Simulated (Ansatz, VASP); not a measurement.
# One calculation of Ti, two programs

```
CELL_PARAMETERS angstrom
0.00000 1.98856 1.98856
1.98856 0.00000 1.98856
1.98856 1.98856 0.00000
ATOMIC_POSITIONS crystal
Ti 0.00000 0.00000 0.00000
```

Change from the starting cell: volume scaled by 0.94.

Alike in both runs: task single point; functional PBE; k mesh 15 × 15 × 15; occupations fermi-dirac, width 0.05 eV; no spin polarisation.

|  | VASP | Ansatz |
| --- | --- | --- |
| version | VASP 6.6.1 | Ansatz 0.2.0 |
| potentials or method | VASP PAW PBE potentials, release 64 (Ti_sv), cutoff 520 eV | all-electron LAPW, scalar-relativistic |

```csv
,VASP,Ansatz,Ansatz less VASP
pressure (GPa),12.4,12.9,+0.44
```

Ansatz ran all-electron here, and VASP with PAW potentials.
